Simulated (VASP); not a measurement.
Here is a VASP 6.6.1 calculation.

The input INCAR:

```
PREC = Accurate
ENCUT = 600
EDIFF = 1E-6
ISMEAR = -1
SIGMA = 0.1
LREAL = F
LASPH = T
NELM = 60
ALGO = Normal
ISIF = 3
LWAVE = F
LCHARG = F
IBRION = 2
NSW = 60
EDIFFG = -0.005
PSTRESS = 100.0
```

The input KPOINTS:

```
Automatic mesh
0
Gamma
  12 12 12
```

The input POSCAR:

```
Hf
1.0
    0.0000000000      2.8539189621      2.8539189621
    2.8539189621      0.0000000000      2.8539189621
    2.8539189621      2.8539189621      0.0000000000
Hf
2
Direct
   -0.1250000000     -0.1250000000     -0.1250000000
    0.1250000000      0.1250000000      0.1250000000
```

Potentials or basis: VASP PAW LDA potentials, release 64 (Hf_pv).

Launch:

```bash
$ cat potpaw_LDA.64/Hf_pv/POTCAR > POTCAR
$ mpirun -np 1 vasp_std > vasp.out
```

Problem. Estimate the band gap on the k mesh.

Solution. Zero (bands 10 and 11 overlap by 0.35 eV).

Problem. Predict the space group after relaxing (to 0.1 Å).

Solution. Fd-3m (No. 227).

Final structure:
```yaml
crystal:
  lattice:
    - [0.00000, 2.90096, 2.90096]
    - [2.90096, 0.00000, 2.90096]
    - [2.90096, 2.90096, 0.00000]
  atoms:
    - { symbol: Hf, position: [0.87500, 0.87500, 0.87500] }
    - { symbol: Hf, position: [0.12500, 0.12500, 0.12500] }
```

Caveat: the cell is relaxed towards a set pressure, so the run minimises the enthalpy, not the energy; spin-orbit coupling is left out, which moves the levels of the heavy elements.
